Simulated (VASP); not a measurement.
# WS2 (P6_3/mmc) in VASP: single point with LDA

Aim: the single point of WS2 with LDA.

Everything below comes from runs of VASP 6.6.1. Logs are shortened: lines on timing, memory, paths and dates and some standing lists are left out, and cuts for length are marked.

**1. The cell of the first run**

It takes space group P6_3/mmc (No. 194, hexagonal). The conventional cell has a = 3.127 Å, b = 3.127 Å, c = 12.159 Å, α = 90.00°, β = 90.00°, γ = 120.00°. Within 3.2 Å of W (site symmetry -6m2) lie 6 S at 2.39 Å and 6 W at 3.13 Å. S (site symmetry 3m) has 3 W at 2.39 Å and 7 S at 3.12 to 3.13 Å within 3.2 Å.

**2. Single point, LDA**

Input file INCAR:

```
SYSTEM = WS2
ALGO = Normal
EDIFF = 1E-7
ENCUT = 520
GGA = CA
ISIF = 2
ISMEAR = 0
LASPH = .TRUE.
LCHARG = .TRUE.
LELF = .TRUE.
LREAL = .FALSE.
LVHAR = .TRUE.
LWAVE = .FALSE.
NBANDS = 35
NELM = 60
PREC = Accurate
SIGMA = 0.01
```

Input file KPOINTS:

```
k-points
0
G
  12 12 3
  0 0 0
```

Input file POSCAR:

```
WS2
1.0
    3.1268208322      0.0000000000      0.0000000000
   -1.5634104161      2.7079062737      0.0000000000
    0.0000000000      0.0000000000     12.1594272276
W S
2 4
Direct
    0.3333333333      0.6666666667      0.2500000000
    0.6666666667      0.3333333333      0.7500000000
    0.3333333333      0.6666666667      0.6215377977
    0.6666666667      0.3333333333      0.1215377977
    0.3333333333      0.6666666667      0.8784622023
    0.6666666667      0.3333333333      0.3784622023
```

Potentials or basis: VASP PAW LDA potentials, release 64 (W_sv, S).

Launch:

```console
$ cat potpaw_LDA.64/W_sv/POTCAR potpaw_LDA.64/S/POTCAR > POTCAR
$ mpirun -np 1 vasp_std > vasp.out
```

OUTCAR:

```text
SYSTEM = WS2
   EDIFF = 1E-7
   ENCUT = 520
   GGA = CA
   ISIF = 2
   ISMEAR = 0
   LASPH = .TRUE.
   LREAL = .FALSE.
   NELM = 60
   PREC = Accurate

 ion  position               nearest neighbor table
   1  0.333  0.667  0.250-   4 2.39   6 2.39   4 2.39   6 2.39   4 2.39   6 2.39
   2  0.667  0.333  0.750-   3 2.39   5 2.39   3 2.39   5 2.39   3 2.39   5 2.39
   3  0.333  0.667  0.622-   2 2.39   2 2.39   2 2.39
   4  0.667  0.333  0.122-   1 2.39   1 2.39   1 2.39
   5  0.333  0.667  0.878-   2 2.39   2 2.39   2 2.39
   6  0.667  0.333  0.378-   1 2.39   1 2.39   1 2.39

  LATTYP: Found a hexagonal cell.
 ALAT       =     3.1268208322
 C/A-ratio  =     3.8887508687

  Lattice vectors:

 A1 = (   3.1268208322,   0.0000000000,   0.0000000000)
 A2 = (  -1.5634104161,   2.7079062737,   0.0000000000)
 A3 = (   0.0000000000,   0.0000000000,  12.1594272276)

Analysis of symmetry for initial positions (statically):
=====================================================================
 Subroutine PRICEL returns:
 Original cell was already a primitive cell.

 Routine SETGRP: Setting up the symmetry group for a
 hexagonal supercell.

 Subroutine GETGRP returns: Found 24 space group operations
 (whereof 12 operations were pure point group operations)
 out of a pool of 24 trial point group operations.

The static configuration has the point symmetry D_3d.
 The point group associated with its full space group is D_6h.

Analysis of symmetry for dynamics (positions and initial velocities):
=====================================================================
 Subroutine PRICEL returns:
 Original cell was already a primitive cell.

 Routine SETGRP: Setting up the symmetry group for a
 hexagonal supercell.

 Subroutine GETGRP returns: Found 24 space group operations
 (whereof 12 operations were pure point group operations)
 out of a pool of 24 trial point group operations.

The dynamic configuration has the point symmetry D_3d.
 The point group associated with its full space group is D_6h.

 Subroutine INISYM returns: Found 24 space group operations
 (whereof 12 operations are pure point group operations),
 and found     1 'primitive' translations

----------------------------------------------------------------------------------------

                                     Primitive cell

  volume of cell :     102.9555

  direct lattice vectors                    reciprocal lattice vectors
     3.126820832  0.000000000  0.000000000     0.319813655  0.184644500  0.000000000
    -1.563410416  2.707906274  0.000000000     0.000000000  0.369289000  0.000000000
     0.000000000  0.000000000 12.159427228     0.000000000  0.000000000  0.082240716

  length of vectors
     3.126820832  3.126820832 12.159427228     0.369289000  0.369289000  0.082240716

  position of ions in fractional coordinates (direct lattice)
     0.333333333  0.666666667  0.250000000
     0.666666667  0.333333333  0.750000000
     0.333333333  0.666666667  0.621537798
     0.666666667  0.333333333  0.121537798
     0.333333333  0.666666667  0.878462202
     0.666666667  0.333333333  0.378462202

  ion indices of the primitive-cell ions
   primitive index   ion index
                 1           1
                 2           2
                 3           3
                 4           4
                 5           5
                 6           6

----------------------------------------------------------------------------------------

 KPOINTS: k-points

Automatic generation of k-mesh.
 Grid dimensions read from file:
 generate k-points for:   12   12    3

 Generating k-lattice:

  Cartesian coordinates                     Fractional coordinates (reciprocal lattice)
     0.026651138  0.015387042  0.000000000     0.083333333 -0.000000000  0.000000000
     0.000000000  0.030774083  0.000000000     0.000000000  0.083333333  0.000000000
     0.000000000  0.000000000  0.027413572     0.000000000  0.000000000  0.333333333

  Length of vectors
     0.030774083  0.030774083  0.027413572

  Shift w.r.t. Gamma in fractional coordinates (k-lattice)
     0.000000000  0.000000000  0.000000000

 Subroutine IBZKPT returns following result:
 ===========================================

 Found     38 irreducible k-points:

 Following reciprocal coordinates:
            Coordinates               Weight
  0.000000  0.000000  0.000000      1.000000
  0.083333  0.000000  0.000000      6.000000
  0.166667  0.000000  0.000000      6.000000
  0.250000  0.000000  0.000000      6.000000
  0.333333  0.000000  0.000000      6.000000
  0.416667 -0.000000  0.000000      6.000000
[... 16 lines left out ...]
  0.250000  0.000000  0.333333     12.000000
  0.333333  0.000000  0.333333     12.000000
 [... further k-points ...]
   k-points           NKPTS =     38   k-points in BZ     NKDIM =     38   number of bands    NBANDS=     35
   number of dos      NEDOS =    301   number of ions     NIONS =      6
   total plane-waves  NPLWV =  51840
   dimension x,y,z NGX =    24 NGY =   24 NGZ =   90
   dimension x,y,z NGXF=    48 NGYF=   48 NGZF=  180
   ions per type =               2   4
   NGX,Y,Z   is equivalent  to a cutoff of  12.76, 12.76, 12.30 a.u.
   NGXF,Y,Z  is equivalent  to a cutoff of  25.52, 25.52, 24.61 a.u.
 SYSTEM =  WS2
   PREC   = accura    normal or accurate (medium, high low for compatibility)
   ISTART =      0    job   : 0-new  1-cont  2-samecut
   ICHARG =      2    charge: 1-file 2-atom 10-const
   ISPIN  =      1    spin polarized calculation?
   LNONCOLLINEAR =      F non collinear calculations
   LSORBIT =      F    spin-orbit coupling
   LASPH  =      T    aspherical Exc in radial PAW
   ENCUT  =  520.0 eV  38.22 Ry    6.18 a.u.   5.81  5.81 22.61*2*pi/ulx,y,z
   NELM   =     60;   NELMIN=  2; NELMDL= -5     # of ELM steps
   EDIFF  = 0.1E-06   stopping-criterion for ELM
   LREAL  =      F    real-space projection
   EDIFFG = 0.1E-05   stopping-criterion for IOM
   NSW    =      0    number of steps for IOM
   IBRION =     -1    ionic relax: 0-MD 1-quasi-New 2-CG
   NFREE  =      0    steps in history (QN), initial steepest desc. (CG)
   ISIF   =      2    stress and relaxation
   ISYM   =      2    0-nonsym 1-usesym 2-fastsym
   POTIM  = 0.5000    time-step for ionic-motion
   TEBEG  =    0.0;   TEEND  =   0.0 temperature during run
   PSTRESS=    0.0 pullay stress
   NELECT =      52.0000    total number of electrons
   NUPDOWN=      -1.0000    fix difference up-down
   EMIN   =  10.00;   EMAX   =-10.00  energy-range for DOS
   EFERMI =   0.00;   METHOD = LEGACY
   ISMEAR =     0;   SIGMA  =   0.01  broadening in eV -4-tet -1-fermi 0-gaus
   EFERMI_NEDOS =   21; number of points for ismear=-14 and -15
   IALGO  =     38    algorithm
   IMIX   =      4    mixing-type and parameters
     AMIX     =   0.40;   BMIX     =  1.00
     AMIX_MAG =   1.60;   BMIX_MAG =  1.00
  volume/ion in A,a.u.               =      17.16       115.80
  Fermi-wavevector in a.u.,A,eV,Ry     =   1.303745  2.463721 23.126521  1.699751
  Thomas-Fermi vector in A             =   2.434727
   LORBIT       =      0    0 simple, 1 ext, 2 COOP (PROOUT), +10 PAW based schemes
   GGA     = CA    functional components
   LHFCALC =     F    Hartree Fock is set to
   AEXX    =    0.0000 exact exchange contribution
   IVDW    =     0    specifies the selected vdW correction
   LEPSILON=     F    determine dielectric tensor
   LRPA    =     F    only Hartree local field effects (RPA)
 non-spin polarized calculation
 Gauss-broadening in eV      SIGMA  =   0.01
  energy-cutoff  :      520.00
  volume of cell :      102.96
 maximum number of plane-waves:      2790
 NGX is ok and might be reduce to    24
   NGX = 11   NGY = 11   NGZ = 45

 number of electron      51.9999994 magnetization

 Free energy of the ion-electron system (eV)
  ---------------------------------------------------
  ext. energy  EPLUGINS =         0.00000000
  ---------------------------------------------------
  free energy    TOTEN  =       -52.52601469 eV

  energy without entropy =      -52.52601469  energy(sigma->0) =      -52.52601469

 E-fermi :   7.8398     XC(G=0): -11.4196

 val. band max:        7.7755313229   @ k =   0.0000   0.0000   0.0000
 cond. band min:       8.6282980359   @ k =   0.1667   0.1667   0.0000
 fundamental gap:      0.8527667130
 Fermi energy:         7.8398001273

 k-point     1 :       0.0000    0.0000    0.0000
  band No.  band energies     occupation
      1     -66.3752      2.00000
      2     -66.3752      2.00000
      3     -30.9376      2.00000
      4     -30.9375      2.00000
      5     -30.7171      2.00000
      6     -30.7171      2.00000
[... 27 lines left out ...]
     34      10.3927      0.00000
     35      12.6144      0.00000

 k-point     2 :       0.0833    0.0000    0.0000
  band No.  band energies     occupation
      1     -66.3737      2.00000
      2     -66.3737      2.00000
      3     -30.9324      2.00000
      4     -30.9323      2.00000
      5     -30.7455      2.00000
      6     -30.7455      2.00000
[... 27 lines left out ...]
     34      10.3565      0.00000
     35      13.1772      0.00000

 k-point     3 :       0.1667    0.0000    0.0000
  band No.  band energies     occupation
      1     -66.3696      2.00000
      2     -66.3696      2.00000
      3     -30.9182      2.00000
      4     -30.9182      2.00000
      5     -30.8227      2.00000
      6     -30.8227      2.00000
[... 27 lines left out ...]
     34      10.9203      0.00000
     35      14.2863      0.00000

 k-point     4 :       0.2500    0.0000    0.0000
  band No.  band energies     occupation
      1     -66.3639      2.00000
      2     -66.3639      2.00000
      3     -30.9265      2.00000
      4     -30.9265      2.00000
      5     -30.8988      2.00000
      6     -30.8987      2.00000
[... 27 lines left out ...]
     34      11.5116      0.00000
     35      14.5911      0.00000

 k-point     5 :       0.3333    0.0000    0.0000
  band No.  band energies     occupation
      1     -66.3583      2.00000
      2     -66.3583      2.00000
      3     -31.0285      2.00000
      4     -31.0285      2.00000
      5     -30.8793      2.00000
      6     -30.8793      2.00000
[... 638 lines left out ...]
 k-point    22 :       0.1667    0.0000    0.3333
  band No.  band energies     occupation
      1     -66.3696      2.00000
      2     -66.3696      2.00000
      3     -30.9182      2.00000
      4     -30.9182      2.00000
      5     -30.8227      2.00000
      6     -30.8227      2.00000
[... 27 lines left out ...]
     34      10.8907      0.00000
     35      14.3623      0.00000

 k-point    23 :       0.2500    0.0000    0.3333
  band No.  band energies     occupation
      1     -66.3639      2.00000
      2     -66.3639      2.00000
      3     -30.9265      2.00000
      4     -30.9265      2.00000
      5     -30.8988      2.00000
      6     -30.8988      2.00000
[... 27 lines left out ...]
     34      11.4468      0.00000
     35      14.4405      0.00000

 k-point    24 :       0.3333    0.0000    0.3333
  band No.  band energies     occupation
      1     -66.3583      2.00000
      2     -66.3583      2.00000
      3     -31.0285      2.00000
      4     -31.0285      2.00000
      5     -30.8793      2.00000
      6     -30.8793      2.00000
[... 27 lines left out ...]
     34      11.8448      0.00000
     35      13.5482      0.00000

 [... further k-points ...]
[... 5 lines left out ...]
  --------------------------------------------------------------------------------------
  -------------------------------------------------------------------------------------
  Total        0.2618166      0.2618166      0.2619944      0.0000000     -0.0000000      0.0000000
  in kB        4.0743472      4.0743472      4.0771141      0.0000000     -0.0000000      0.0000000
  external PRESSURE =       4.0752695 kB  Pullay stress =       0.0000000 kB

 VOLUME and BASIS-vectors are now :
 -----------------------------------------------------------------------------
  energy-cutoff  :      520.00
  volume of cell :      102.96
      direct lattice vectors                 reciprocal lattice vectors
     3.126820832  0.000000000  0.000000000     0.319813655  0.184644500  0.000000000
    -1.563410416  2.707906274  0.000000000     0.000000000  0.369289000  0.000000000
     0.000000000  0.000000000 12.159427228     0.000000000  0.000000000  0.082240716

 POSITION                                       TOTAL-FORCE (eV/Angst)
 -----------------------------------------------------------------------------------
     -0.00000      1.80527      3.03986        -0.000000      0.000000      0.000000
      1.56341      0.90264      9.11957         0.000000     -0.000000      0.000000
     -0.00000      1.80527      7.55754         0.000000      0.000000     -0.048225
      1.56341      0.90264      1.47783         0.000000     -0.000000     -0.048225
     -0.00000      1.80527     10.68160        -0.000000      0.000000      0.048225
      1.56341      0.90264      4.60188         0.000000     -0.000000      0.048225
 -----------------------------------------------------------------------------------
    total drift:                               -0.000000      0.000000     -0.000000

  FREE ENERGIE OF THE ION-ELECTRON SYSTEM (eV)
  ---------------------------------------------------
  free  energy   TOTEN  =       -52.5260146901 eV

  energy  without entropy=      -52.5260146901  energy(sigma->0) =      -52.52601469
```

It took 2.1 min on 1 thread of Intel Xeon Platinum 8259CL at 2.50GHz (Skylake/Cascade Lake), shared host; peak memory 0.24 GiB.

What came out:

| Item | Value |
| --- | --- |
| Free energy | -52.5260 eV |
| Pressure | 0.4 GPa |
| Largest force | 0.048 eV/Å |
| Band gap on the k mesh | 0.85 eV, indirect (least direct gap 1.89 eV) |

Forces in eV/Å, atoms in the order of the input:
```
W    0.000  0.000  0.000
W    0.000  0.000  0.000
S    0.000  0.000 -0.048
S    0.000  0.000 -0.048
S    0.000  0.000  0.048
S    0.000  0.000  0.048
```

Levels at points of the mesh, in eV from the valence-band top:
| k point | band 24 | band 25 | band 26 | band 27 | band 28 | band 29 |
| --- | --- | --- | --- | --- | --- | --- |
| (0.00, 0.00, 0.00) | -1.45 | -1.40 | 0.00 | 2.32 | 2.32 | 2.33 |
| (0.50, 0.00, 0.00) | -1.78 | -1.73 | -1.59 | 2.33 | 2.38 | 2.55 |

Caveat: spin-orbit coupling is left out, which moves the levels of the heavy elements. As with any semilocal functional, this LDA gap is likely too small.
